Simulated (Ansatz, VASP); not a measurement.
ScRu3: VASP beside Ansatz

```
Ru Sc
1.0
     3.99026    0.00000    0.00000
     0.00000    3.99026    0.00000
     0.00000    0.00000    3.99026
Ru Sc
3 1
Direct
  0.50000 0.50000 0.00000
  0.50000 0.00000 0.50000
  0.00000 0.50000 0.50000
  0.00000 0.00000 0.00000
```

Alike in both runs: task single point; functional PBE; k mesh 7 × 7 × 7; occupations fermi-dirac, width 0.05 eV; no spin polarisation.

|  | VASP | Ansatz |
| --- | --- | --- |
| version | VASP 6.6.1 | Ansatz 0.2.0 |
| potentials or method | VASP PAW PBE potentials, release 64 (Ru_pv, Sc_sv) | Ansatz PAW |
| plane-wave cutoff (eV) | 520 | 420 |
| valence electrons in the cell | 53 | 59 |

```tsv
	VASP	Ansatz	Ansatz less VASP
gap on the k mesh at the Fermi level (eV)	none	none	-
pressure (GPa)	-8.5	-8.7	-0.17
```

A gap of «none» marks a metal or a gap that the smearing closes. With one functional, cell and mesh, what is left measures potentials, basis and numerics. VASP's potentials hold 53 valence electrons a cell and Ansatz's 59, so a difference there can come from the potentials and not from the codes.
